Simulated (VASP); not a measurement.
# BeTe (F-43m) in VASP: further runs, part 2 of 2

VASP 6.6.1.

### 4 Single point, PBEsol

This run uses another cell than the first one, of 22.02 Å³/atom, 0.973 times its volume.

File INCAR:

```
SYSTEM = BeTe
  ALGO = Normal
  EDIFF = 1E-6
  ENCUT = 520
  GGA = PS
  ISIF = 2
  ISMEAR = -1
  LASPH = .True.
  LCHARG = .False.
  LREAL = .False.
  LWAVE = .False.
  NBANDS = 11
  NELM = 100
  PREC = Accurate
  SIGMA = 0.02
```

File KPOINTS:

```
k-points
0
Gamma
  8 8 8
  0 0 0
```

File POSCAR:

```
BeTe
1.0
    0.0000000000      2.8029732587      2.8029732587
    2.8029732587      0.0000000000      2.8029732587
    2.8029732587      2.8029732587      0.0000000000
Be Te
1 1
Direct
    0.0000000000      0.0000000000      0.0000000000
    0.2500000000      0.2500000000      0.2500000000
```

Potentials or basis: VASP PAW PBE potentials, release 64 (Be, Te).

Started as:

```
$ cat potpaw_PBE.64/Be/POTCAR potpaw_PBE.64/Te/POTCAR > POTCAR
$ mpirun -np 1 vasp_std > vasp.out
```

OUTCAR:

```text
SYSTEM = BeTe
   EDIFF = 1E-6
   ENCUT = 520
   GGA = PS
   ISIF = 2
   ISMEAR = -1
   LASPH = .True.
   LREAL = .False.
   NELM = 100
   PREC = Accurate

 ion  position               nearest neighbor table
   1  0.000  0.000  0.000-   2 2.43   2 2.43   2 2.43   2 2.43
   2  0.250  0.250  0.250-   1 2.43   1 2.43   1 2.43   1 2.43

  LATTYP: Found a face centered cubic cell.
 ALAT       =     5.6059465174

  Lattice vectors:

 A1 = (   0.0000000000,   2.8029732587,   2.8029732587)
[... 522 lines left out ...]
------------------------ aborting loop because EDIFF is reached ----------------------------------------

  FORCE on cell =-STRESS in cart. coord.  units (eV):
  Direction    XX          YY          ZZ          XY          YZ          ZX
  --------------------------------------------------------------------------------------
  -------------------------------------------------------------------------------------
  Total        0.0611173      0.0611173      0.0611173      0.0000000      0.0000000     -0.0000000
  in kB        2.2232489      2.2232489      2.2232489      0.0000000      0.0000000     -0.0000000
  external PRESSURE =       2.2232489 kB  Pullay stress =       0.0000000 kB

 VOLUME and BASIS-vectors are now :
 -----------------------------------------------------------------------------
  energy-cutoff  :      520.00
  volume of cell :       44.04
      direct lattice vectors                 reciprocal lattice vectors
     0.000000000  2.802973259  2.802973259    -0.178382009  0.178382009  0.178382009
     2.802973259  0.000000000  2.802973259     0.178382009 -0.178382009  0.178382009
     2.802973259  2.802973259  0.000000000     0.178382009  0.178382009 -0.178382009

 POSITION                                       TOTAL-FORCE (eV/Angst)
 -----------------------------------------------------------------------------------
      0.00000      0.00000      0.00000         0.000000      0.000000      0.000000
      1.40149      1.40149      1.40149        -0.000000     -0.000000     -0.000000
 -----------------------------------------------------------------------------------
    total drift:                                0.000000      0.000000      0.000000

  FREE ENERGIE OF THE ION-ELECTRON SYSTEM (eV)
  ---------------------------------------------------
  free  energy   TOTEN  =        -8.2158571569 eV

  energy  without entropy=       -8.2158571569  energy(sigma->0) =       -8.21585716
```

OSZICAR:

```text
N       E                     dE             d eps       ncg     rms          rms(c)
DAV:   1     0.177967529590E+02    0.17797E+02   -0.32223E+03   638   0.575E+02
DAV:   2    -0.731946225829E+01   -0.25116E+02   -0.23764E+02   846   0.930E+01
DAV:   3    -0.834988132824E+01   -0.10304E+01   -0.10288E+01   829   0.196E+01
DAV:   4    -0.836070142252E+01   -0.10820E-01   -0.10819E-01   762   0.232E+00
DAV:   5    -0.836091554393E+01   -0.21412E-03   -0.21412E-03   837   0.316E-01    0.404E+00
DAV:   6    -0.825373994447E+01    0.10718E+00   -0.10106E-01   725   0.125E+00    0.242E+00
DAV:   7    -0.821568154852E+01    0.38058E-01   -0.10075E-01   752   0.135E+00    0.413E-01
DAV:   8    -0.821572889951E+01   -0.47351E-04   -0.51350E-03   716   0.407E-01    0.898E-02
DAV:   9    -0.821584037673E+01   -0.11148E-03   -0.18136E-04   791   0.837E-02    0.273E-02
DAV:  10    -0.821585684495E+01   -0.16468E-04   -0.32602E-05   712   0.275E-02    0.126E-02
DAV:  11    -0.821585715693E+01   -0.31198E-06   -0.94533E-07   768   0.604E-03
   1 F= -.82158572E+01 E0= -.82158572E+01  d E =-.557336E-11
```

Run time: 12 s. Hardware: 1 thread of Intel Xeon Platinum 8488C (Sapphire Rapids), shared host; peak memory 0.17 GiB.

Results:

| Item | Value |
| --- | --- |
| Free energy | -8.2159 eV |
| Pressure | 0.2 GPa |
| Band gap on the k mesh | 1.82 eV, indirect (least direct gap 3.59 eV) |

Levels at points of the mesh, in eV from the valence-band top:
| k point | band 1 | band 2 | band 3 | band 4 | band 5 | band 6 | band 7 | band 8 | band 9 |
| --- | --- | --- | --- | --- | --- | --- | --- | --- | --- |
| (0.00, 0.00, 0.00) | -12.43 | 0.00 | 0.00 | 0.00 | 3.59 | 3.59 | 3.59 | 3.83 | 8.21 |
| (0.50, 0.00, 0.00) | -11.04 | -5.66 | -1.16 | -1.16 | 3.07 | 4.55 | 4.55 | 7.66 | 10.90 |
| (0.50, 0.50, 0.00) | -10.54 | -5.20 | -2.71 | -2.71 | 1.82 | 2.59 | 9.79 | 9.79 | 11.59 |

Caveat: the PAW data sets were made with another functional, which shifts forces and pressure a little; spin-orbit coupling is left out, which moves the levels of the heavy elements.

### 5 Summary

```tsv
level	potentials or basis	cell	smearing	gap on the mesh (eV)	pressure (GPa)
PBE	VASP PAW PBE potentials, release 64 (Be, Te)	a = 4.000 Å, angles 60.0°, 2 atoms	fermi-dirac 0.02 eV	2.01	0.3
LDA	VASP PAW LDA potentials, release 64 (Be, Te)	a = 4.000 Å, angles 60.0°, 2 atoms	gaussian 0.01 eV	1.90	-2.9
PBEsol	VASP PAW PBE potentials, release 64 (Be, Te)	a = 3.964 Å, angles 60.0°, 2 atoms	fermi-dirac 0.02 eV	1.82	0.2
```

Alike in all rows: task single point; no spin polarisation; k mesh 8 × 8 × 8; cutoff (eV) 520.

Caveats: spin-orbit coupling is left out, which moves the levels of the heavy elements; the PAW data sets were made with another functional, which shifts forces and pressure a little (some runs).

Absolute energies hang on the potentials; compare differences alone.
